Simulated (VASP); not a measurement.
Input of a VASP 6.6.1 run:

The input INCAR:

```
SYSTEM = Cd2S
ALGO = Normal ; EDIFF = 1E-6
ENCUT = 630 ; GGA = PS
GGA_COMPAT = .FALSE. ; ISIF = 2
ISMEAR = -1 ; LASPH = .TRUE.
LCHARG = .TRUE. ; LELF = .TRUE.
LREAL = .FALSE. ; LVHAR = .TRUE.
LWAVE = .FALSE. ; NBANDS = 30
NELM = 120 ; PREC = Accurate
SIGMA = 0.05
```

File KPOINTS:

```
k-points
0
G
  8 8 5
  0 0 0
```

POSCAR

```
Cd2S
1.0
    3.9360741467      0.0000000000      0.0000000000
   -1.9680370733      3.4087402022      0.0000000000
    0.0000000000      0.0000000000      5.7702029595
Cd S
2 1
Direct
    0.3333333333      0.6666666667      0.9327170000
    0.6666666667      0.3333333333      0.5787350000
    0.3333333333      0.6666666667      0.3657050000
```

Potentials or basis: VASP PAW PBE potentials, release 64 (Cd_sv_GW, S).

Launch:

```console
$ cat potpaw_PBE.64/Cd_sv_GW/POTCAR potpaw_PBE.64/S/POTCAR > POTCAR
$ mpirun -np 1 vasp_std > vasp.out
```

What does it give for the pressure?

-2.4 GPa.

Predict the band gap on the k mesh.

0.21 eV (least direct gap 0.57 eV).

What does it give for the largest force?

0.077 eV/Å.

Stress tensor (GPa, compression positive):
```
-2.23  0.00  0.00
 0.00 -2.23  0.00
 0.00  0.00 -2.64
```

Caveat: the PAW data sets were made with another functional, which shifts forces and pressure a little. A k mesh can miss the band edges.
